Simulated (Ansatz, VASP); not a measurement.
# C: VASP beside Ansatz

Contents of INCAR:

```
SYSTEM = C
ALGO = Normal
EDIFF = 1E-6
EDIFFG = -0.005
ENCUT = 600
GGA = PE
IBRION = 2
ISIF = 3
ISMEAR = -1
LASPH = .TRUE.
LCHARG = .FALSE.
LREAL = .FALSE.
LWAVE = .FALSE.
NELM = 100
NSW = 60
PREC = Accurate
SIGMA = 0.05
```

File KPOINTS:

```
k-points
0
G
  12 12 16
  0 0 0
```

Contents of POSCAR:

```
C
1.0
    3.3115966154      0.0000000000      0.0000000000
   -1.6557983077      2.8679267960      0.0000000000
    0.0000000000      0.0000000000      2.0531899016
C
3
Direct
    0.0000000000      0.0000000000      0.0000000000
    0.3333333333      0.6666666667      0.5000000000
    0.6666666667      0.3333333333      0.5000000000
```

Input for Ansatz:

```yaml
crystal:
  lattice:
    - [3.3115966154, 0.0, 0.0]
    - [-1.6557983077, 2.867926796, 0.0]
    - [0.0, 0.0, 2.0531899016]
  atoms:
    - { symbol: C, position: [0.0, 0.0, 0.0] }
    - { symbol: C, position: [0.3333333333, 0.6666666667, 0.5] }
    - { symbol: C, position: [0.6666666667, 0.3333333333, 0.5] }
kpoints:
  mp_grid: { grid: [12, 12, 16] }
scf:
  occupations: { method: fermi_dirac, width: 0.05 }
hamiltonian:
  xc: pbe
  pseudopotentials: { kind: paw }
output:
  forces: true
  stress: true
  write_density: true
  write_potential: true
  elf: true
  volumetric_format: npy
relax:
  f_tol: 0.005
  max_steps: 40
  cell: {}
```

Alike in both runs: task relaxation of cell and atoms; functional PBE; k mesh 12 × 12 × 16; occupations fermi-dirac, width 0.05 eV; no spin polarisation.

|  | VASP | Ansatz |
| --- | --- | --- |
| version | VASP 6.6.1 | Ansatz 0.2.0 |
| potentials or method | VASP PAW PBE potentials, release 64 (C) | PAW with Ansatz's default frozen-core files, scalar-relativistic |
| plane-wave cutoff (eV) | 600 | 420 |
| valence electrons in the cell | 12 | 12 |

VASP gave:

- relaxed volume (Å³/atom): 9.23
- relaxed cell length with the largest relative difference (Å): 4.999

**Question.** Estimate Ansatz's values.

**Answer.** Relaxed volume (Å³/atom): 13.53; relaxed cell length with the largest relative difference (Å): 6.041.

One of these differences is far larger than is usual between the two programs; its cause wasn't traced.

Noted on VASP's run: the volume moved by over 15 % at a fixed basis, so the end points are rough.
